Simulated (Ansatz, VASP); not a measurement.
**One calculation of MoS3, two programs**

```
Mo S
1.0
     6.83230    0.00000    0.00000
    -3.41615    5.91695    0.00000
     0.00000    0.00000    2.88267
Mo S
1 3
Direct
  0.00000 0.00000 0.00000
  0.72475 0.00000 0.50000
  0.00000 0.72475 0.50000
  0.27525 0.27525 0.50000
```

Alike in both runs: task single point; functional PBE; k mesh 12 × 12 × 16; occupations gaussian, width 0.1 eV; no spin polarisation.

|  | VASP | Ansatz |
| --- | --- | --- |
| version | VASP 6.6.1 | Ansatz 0.2.0 |
| potentials or method | VASP PAW PBE potentials, release 64 (Mo_sv, S), cutoff 520 eV | scalar-relativistic, plane waves, PAW |
| valence electrons in the cell | 32 | 32 |

VASP gave:

```
gap on the k mesh at the Fermi level (eV) : 0.07
least direct gap on the mesh (eV)         : 0.10
pressure (GPa)                            : -0.1
rms of the force components (eV/Å)        : 0.008
```

Q: What did Ansatz give for the same quantities?

A: gap on the k mesh at the Fermi level (eV): 0.05; least direct gap on the mesh (eV): 0.09; pressure (GPa): 0.0; rms of the force components (eV/Å): 0.002.

Atom by atom the forces differ by 0.010 eV/Å (rms over components).
